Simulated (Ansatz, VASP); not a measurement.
**SnP4 in VASP and in Ansatz**

```
Sn P
1.0
     5.04819    0.00000    0.00000
     0.00000    5.04819    0.00000
     0.00000    0.00000    5.04819
Sn P
1 4
Direct
  0.50000 0.50000 0.50000
  0.15749 0.15749 0.15749
  0.84251 0.84251 0.15749
  0.84251 0.15749 0.84251
  0.15749 0.84251 0.84251
```

Alike in both runs: functional PBE; k mesh 4 × 4 × 4; occupations gaussian, width 0.1 eV; no spin polarisation.

Ansatz relaxed the structure, and its values are those at the end. VASP's run is a single point on that final structure, the one shown.

|  | VASP | Ansatz |
| --- | --- | --- |
| version | VASP 6.6.1 | Ansatz 0.2.0 |
| potentials or method | VASP PAW PBE potentials, release 64 (Sn_d, P), cutoff 520 eV | scalar-relativistic, plane waves, PAW |
| valence electrons in the cell | 34 | 34 |

|  | VASP | Ansatz | Ansatz less VASP |
| --- | --- | --- | --- |
| gap on the k mesh at the Fermi level (eV) | none | none | - |
| pressure (GPa) | 0.0 | 0.2 | +0.21 |
| rms of the force components (eV/Å) | 0.071 | 0.018 | -0.0530 |

A gap of «none» marks a metal or a gap that the smearing closes. With one functional, cell and mesh, what is left measures potentials, basis and numerics.
